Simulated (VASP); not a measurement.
# Lu (Im-3m) in VASP: notebook

The runs below take Lu through single point, with LDA.

All numbers are computed with VASP 6.6.1; they aren't measurements. Logs are shortened: lines on timing, memory, paths and dates and some standing lists are left out, and cuts for length are marked.

### 1 The cell of the first run

The structure is cubic, space group Im-3m (No. 229). The conventional cell has a = 3.428 Å, b = 3.428 Å, c = 3.428 Å, α = 90.00°, β = 90.00°, γ = 90.00°. Lu (site symmetry m-3m) has 14 Lu at 2.97 to 3.43 Å within 3.9 Å.

### 2 Single point, LDA

Contents of INCAR:

```
  PREC = Accurate
  ENCUT = 520
  EDIFF = 1E-6
  ISMEAR = -1
  SIGMA = 0.1
  LREAL = False
  LASPH = True
  NELM = 100
  ALGO = Normal
  ISIF = 2
  LWAVE = False
  LCHARG = False
  GGA = CA
  NBANDS = 18
```

Contents of KPOINTS:

```
regular mesh
0
Gamma
  17 17 17
```

Contents of POSCAR:

```
Lu
1.0
    1.7141660353      1.7141660353      1.7141660353
   -1.7141660353      1.7141660353      1.7141660353
   -1.7141660353     -1.7141660353      1.7141660353
Lu
1
Direct
    0.0000000000      0.0000000000      0.0000000000
```

Potentials or basis: VASP PAW PBE potentials, release 64 (Lu).

On the command line:

```console
cat potpaw_PBE.64/Lu/POTCAR > POTCAR
mpirun -np 1 vasp_std > vasp.out
```

OUTCAR:

```text
PREC = Accurate
   ENCUT = 520
   EDIFF = 1E-6
   ISMEAR = -1
   LREAL = False
   LASPH = True
   NELM = 100
   ISIF = 2
   GGA = CA

 ion  position               nearest neighbor table
   1  0.000  0.000  0.000-

  LATTYP: Found a body centered cubic cell.
 ALAT       =     3.4283320706

  Lattice vectors:

 A1 = (   1.7141660353,  -1.7141660353,  -1.7141660353)
 A2 = (   1.7141660353,   1.7141660353,   1.7141660353)
 A3 = (  -1.7141660353,  -1.7141660353,   1.7141660353)

Analysis of symmetry for initial positions (statically):
=====================================================================
 Subroutine PRICEL returns:
 Original cell was already a primitive cell.

 Routine SETGRP: Setting up the symmetry group for a
 body centered cubic supercell.

 Subroutine GETGRP returns: Found 48 space group operations
 (whereof 48 operations were pure point group operations)
 out of a pool of 48 trial point group operations.

The static configuration has the point symmetry O_h .

Analysis of symmetry for dynamics (positions and initial velocities):
=====================================================================
 Subroutine PRICEL returns:
 Original cell was already a primitive cell.

 Routine SETGRP: Setting up the symmetry group for a
 body centered cubic supercell.

 Subroutine GETGRP returns: Found 48 space group operations
 (whereof 48 operations were pure point group operations)
 out of a pool of 48 trial point group operations.

The dynamic configuration has the point symmetry O_h .

 Subroutine INISYM returns: Found 48 space group operations
 (whereof 48 operations are pure point group operations),
 and found     1 'primitive' translations

----------------------------------------------------------------------------------------

                                     Primitive cell

  volume of cell :      20.1474

  direct lattice vectors                    reciprocal lattice vectors
     1.714166035  1.714166035  1.714166035     0.291687030  0.000000000  0.291687030
    -1.714166035  1.714166035  1.714166035    -0.291687030  0.291687030  0.000000000
    -1.714166035 -1.714166035  1.714166035     0.000000000 -0.291687030  0.291687030

  length of vectors
     2.969022666  2.969022666  2.969022666     0.412507754  0.412507754  0.412507754
[... 66 lines left out ...]
   ions per type =               1
   NGX,Y,Z   is equivalent  to a cutoff of  13.44, 13.44, 13.44 a.u.
   NGXF,Y,Z  is equivalent  to a cutoff of  26.88, 26.88, 26.88 a.u.
 SYSTEM =  unknown system
   PREC   = accura    normal or accurate (medium, high low for compatibility)
   ISTART =      0    job   : 0-new  1-cont  2-samecut
   ICHARG =      2    charge: 1-file 2-atom 10-const
   ISPIN  =      1    spin polarized calculation?
   LNONCOLLINEAR =      F non collinear calculations
   LSORBIT =      F    spin-orbit coupling
   LASPH  =      T    aspherical Exc in radial PAW
   ENCUT  =  520.0 eV  38.22 Ry    6.18 a.u.   5.52  5.52  5.52*2*pi/ulx,y,z
   NELM   =    100;   NELMIN=  2; NELMDL= -5     # of ELM steps
   EDIFF  = 0.1E-05   stopping-criterion for ELM
   LREAL  =      F    real-space projection
   EDIFFG = 0.1E-04   stopping-criterion for IOM
   NSW    =      0    number of steps for IOM
   IBRION =     -1    ionic relax: 0-MD 1-quasi-New 2-CG
   NFREE  =      0    steps in history (QN), initial steepest desc. (CG)
   ISIF   =      2    stress and relaxation
   ISYM   =      2    0-nonsym 1-usesym 2-fastsym
   POTIM  = 0.5000    time-step for ionic-motion
   TEBEG  =    0.0;   TEEND  =   0.0 temperature during run
   PSTRESS=    0.0 pullay stress
   NELECT =      25.0000    total number of electrons
   NUPDOWN=      -1.0000    fix difference up-down
   EMIN   =  10.00;   EMAX   =-10.00  energy-range for DOS
   EFERMI =   0.00;   METHOD = LEGACY
   ISMEAR =    -1;   SIGMA  =   0.10  broadening in eV -4-tet -1-fermi 0-gaus
   EFERMI_NEDOS =   21; number of points for ismear=-14 and -15
   IALGO  =     38    algorithm
   IMIX   =      4    mixing-type and parameters
     AMIX     =   0.40;   BMIX     =  1.00
     AMIX_MAG =   1.60;   BMIX_MAG =  1.00
  volume/ion in A,a.u.               =      20.15       135.96
  Fermi-wavevector in a.u.,A,eV,Ry     =   1.759200  3.324406 42.107115  3.094786
  Thomas-Fermi vector in A             =   2.828209
   LORBIT       =      0    0 simple, 1 ext, 2 COOP (PROOUT), +10 PAW based schemes
   GGA     = CA    functional components
   LHFCALC =     F    Hartree Fock is set to
   AEXX    =    0.0000 exact exchange contribution
   IVDW    =     0    specifies the selected vdW correction
   LEPSILON=     F    determine dielectric tensor
   LRPA    =     F    only Hartree local field effects (RPA)
 non-spin polarized calculation
  energy-cutoff  :      520.00
  volume of cell :       20.15
 maximum number of plane-waves:       559
 NGX is ok and might be reduce to    24
   NGX = 11   NGY = 11   NGZ = 11

 number of electron      25.0000001 magnetization

 Free energy of the ion-electron system (eV)
  ---------------------------------------------------
  ext. energy  EPLUGINS =         0.00000000
  ---------------------------------------------------
  free energy    TOTEN  =        -4.72990820 eV

  energy without entropy =       -4.67412696  energy(sigma->0) =       -4.70201758

 E-fermi :   3.5923     XC(G=0): -12.9714

 val. band max:        3.5910233759   @ k =   0.4118   0.0000   0.0000
 cond. band min:       3.5981910257   @ k =   0.4706   0.1765   0.0000
 fundamental gap:      0.0071676498
 Fermi energy:         3.5922833540

 k-point     1 :       0.0000    0.0000    0.0000
  band No.  band energies     occupation
      1     -51.8759      2.00000
      2     -22.0096      2.00000
      3     -22.0096      2.00000
      4     -22.0096      2.00000
      5      -3.2834      2.00000
      6      -1.2087      2.00000
[... 481 lines left out ...]
      5      -1.1694      2.00000
      6      -1.1373      2.00000
[... 10 lines left out ...]
     17      10.2656      0.00000
     18      18.0760      0.00000

 [... further k-points ...]
[... 5 lines left out ...]
  --------------------------------------------------------------------------------------
  -------------------------------------------------------------------------------------
  Total        2.6093304      2.6093304      2.6093304     -0.0000000     -0.0000000     -0.0000000
  in kB      207.5013856    207.5013856    207.5013856     -0.0000000     -0.0000000     -0.0000000
  external PRESSURE =     207.5013856 kB  Pullay stress =       0.0000000 kB

 VOLUME and BASIS-vectors are now :
 -----------------------------------------------------------------------------
  energy-cutoff  :      520.00
  volume of cell :       20.15
      direct lattice vectors                 reciprocal lattice vectors
     1.714166035  1.714166035  1.714166035     0.291687030  0.000000000  0.291687030
    -1.714166035  1.714166035  1.714166035    -0.291687030  0.291687030  0.000000000
    -1.714166035 -1.714166035  1.714166035     0.000000000 -0.291687030  0.291687030

 POSITION                                       TOTAL-FORCE (eV/Angst)
 -----------------------------------------------------------------------------------
      0.00000      0.00000      0.00000         0.000000      0.000000     -0.000000
 -----------------------------------------------------------------------------------
    total drift:                                0.000000     -0.000000      0.000000

  FREE ENERGIE OF THE ION-ELECTRON SYSTEM (eV)
  ---------------------------------------------------
  free  energy   TOTEN  =        -4.7299081981 eV

  energy  without entropy=       -4.6741269590  energy(sigma->0) =       -4.70201758
```

OSZICAR:

```text
N       E                     dE             d eps       ncg     rms          rms(c)
DAV:   1     0.719854917432E+02    0.71985E+02   -0.99785E+03  7398   0.464E+03
DAV:   2     0.351881796747E+00   -0.71634E+02   -0.69634E+02  6064   0.346E+02
DAV:   3    -0.481950768113E+01   -0.51714E+01   -0.51178E+01  6452   0.721E+01
DAV:   4    -0.499652577958E+01   -0.17702E+00   -0.17632E+00  7908   0.115E+01
DAV:   5    -0.500203320746E+01   -0.55074E-02   -0.55035E-02  7084   0.167E+00    0.402E+00
DAV:   6    -0.474632070515E+01    0.25571E+00   -0.12397E+00  9750   0.320E+01    0.134E+00
DAV:   7    -0.473102630791E+01    0.15294E-01   -0.49733E-02  8016   0.359E+00    0.502E-01
DAV:   8    -0.472924820382E+01    0.17781E-02   -0.10437E-02  9508   0.796E-01    0.142E-01
DAV:   9    -0.473002018647E+01   -0.77198E-03   -0.29393E-03  9358   0.493E-01    0.621E-02
DAV:  10    -0.472991070498E+01    0.10948E-03   -0.48400E-04  9898   0.382E-01    0.121E-02
DAV:  11    -0.472990816426E+01    0.25407E-05   -0.22334E-05  8168   0.732E-02    0.200E-03
DAV:  12    -0.472990819814E+01   -0.33882E-07   -0.12293E-06  5534   0.142E-02
   1 F= -.47299082E+01 E0= -.47020176E+01  d E =-.557812E-01
```

Wall time 31 s (1 thread of AMD EPYC 9R45 (Zen 5), shared host); peak memory 0.15 GiB.

Results:

* Free energy: -4.7299 eV
* Pressure: 20.8 GPa

Levels at points of the mesh, in eV from the Fermi level:
```tsv
k point	band 9	band 10	band 11	band 12	band 13	band 14	band 15	band 16	band 17	band 18
(0.00, 0.00, 0.00)	-4.57	-4.57	-4.57	-4.51	2.41	2.41	2.41	5.64	5.64	13.94
```

Caveat: the PAW data sets were made with another functional, which shifts forces and pressure a little; spin-orbit coupling is left out, which moves the levels of the heavy elements.

(Continued in part 2 of 3.)
